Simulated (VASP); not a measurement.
Input of a VASP 6.6.1 run:

File POSCAR:

```
Hg
1.0
    3.4563565683      0.0000000000      0.0000000000
   -1.7281782842      2.9932925927      0.0000000000
    0.0000000000      0.0000000000     11.0616460959
Hg
4
Direct
    1.0000000000      1.0000000000      1.0000000000
    1.0000000000      1.0000000000      0.5000000000
    0.3333333333      0.6666666667      0.2500000000
    0.6666666667      0.3333333333      0.7500000000
```

File INCAR.step1:

```
  ALGO = Normal
  EDIFF = 1E-4
  ENCUT = 520
  GGA = PE
  ISMEAR = -1
  LASPH = T
  LCHARG = F
  LREAL = F
  LWAVE = T
  NBANDS = 32
  NELM = 100
  PREC = Accurate
  SIGMA = 0.1
```

INCAR.step2

```
  ALGO = Normal
  EDIFF = 1E-6
  ENCUT = 520
  ISIF = 2
  ISMEAR = -1
  ISTART = 1
  LASPH = T
  LCHARG = F
  LMIXTAU = T
  LREAL = F
  LWAVE = F
  METAGGA = R2SCAN
  NBANDS = 32
  NELM = 100
  PREC = Accurate
  SIGMA = 0.1
```

File KPOINTS:

```
k-points
0
Gamma
  12 12 4
```

Potentials or basis: VASP PAW PBE potentials, release 64 (Hg).

Run with:

```bash
$ cat potpaw_PBE.64/Hg/POTCAR > POTCAR
$ cp INCAR.step1 INCAR
$ mpirun -np 1 vasp_std > vasp.out
$ cp INCAR.step2 INCAR
$ mpirun -np 1 vasp_std > vasp.out
```

Q: Predict the pressure.

A: -0.3 GPa.

Q: Estimate the band gap on the k mesh.

A: Zero (bands 24 and 25 overlap by 0.14 eV).

Stress tensor (GPa, compression positive):
```
-0.26  0.00  0.00
 0.00 -0.26  0.00
 0.00  0.00 -0.39
```

Caveat: the PAW data sets were made with another functional, which shifts forces and pressure a little; spin-orbit coupling is left out, which moves the levels of the heavy elements.
